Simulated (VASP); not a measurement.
Here is a VASP 6.6.1 calculation.

The input INCAR:

```
SYSTEM = Al3Cu
ALGO = Normal
EDIFF = 1E-6
ENCUT = 520
GGA = PS
ISIF = 2
ISMEAR = 0
LASPH = .TRUE.
LCHARG = .FALSE.
LREAL = .FALSE.
LWAVE = .FALSE.
NBANDS = 18
NELM = 100
PREC = Accurate
SIGMA = 0.05
```

KPOINTS

```
k-points
0
G
  11 11 11
  0 0 0
```

The input POSCAR:

```
Al3Cu
1.0
    3.8900918092      0.0000000000      0.0000000000
    0.0000000000      3.8900918092      0.0000000000
    0.0000000000      0.0000000000      3.8900918092
Al Cu
3 1
Direct
    0.0000000000      0.5000000000      0.5000000000
    0.5000000000      0.0000000000      0.5000000000
    0.5000000000      0.5000000000      0.0000000000
    0.0000000000      0.0000000000      0.0000000000
```

Potentials or basis: VASP PAW PBE potentials, release 64 (Al, Cu).

Launch:

```sh
$ cat potpaw_PBE.64/Al/POTCAR potpaw_PBE.64/Cu/POTCAR > POTCAR
$ mpirun -np 1 vasp_std > vasp.out
```

Task: What does it give for the pressure?

Result: 0.1 GPa.

Task: Estimate the band gap on the k mesh.

Result: Zero (band 10 reaches 10.39 eV, above the bottom of band 11 at 6.61 eV).

Caveat: the PAW data sets were made with another functional, which shifts forces and pressure a little.
